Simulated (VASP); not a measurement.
CoSi2, 3 atoms in the cell. Symmetry: Cm, No. 8, monoclinic system. The conventional cell has a = 5.313 Å, b = 5.313 Å, c = 3.757 Å, α = 90.00°, β = 135.00°, γ = 90.00°. Within 2.8 Å of Co (site symmetry m) lie 8 Si at 2.09 to 2.52 Å. Within 2.8 Å of Si (site symmetry 1) lie 4 Co at 2.09 to 2.52 Å and 5 Si at 2.35 to 2.67 Å.  This cell differs from its parent crystal: atoms displaced along several vibrational modes.

- Program: VASP 6.6.1
- Task: single point
- Functional: PBEsol
- Potentials or basis: VASP PAW PBE potentials, release 64 (Co, Si)
- Cutoff: 520 eV
- k mesh: 14 × 14 × 14
- Occupations: gaussian, width 0.15 eV
- Spin: no spin polarisation
- Dipole correction: no
- Further INCAR settings: ALGO = Normal; EDIFF = 1e-06; NBANDS = 16

Potentials or basis: VASP PAW PBE potentials, release 64 (Co, Si).

Run with:

```sh
$ cat potpaw_PBE.64/Co/POTCAR potpaw_PBE.64/Si/POTCAR > POTCAR
$ mpirun -np 1 vasp_std > vasp.out
```

Hardware: 1 thread of AMD EPYC 7R13 Processor (Zen 3) (shared host).

Q: How long does it take, and how much memory?

A: Wall time 6.5 min on 1 thread of AMD EPYC 7R13 Processor (Zen 3) (shared host), peak memory 0.49 GiB. Counts: scf iterations 13, k points 744.
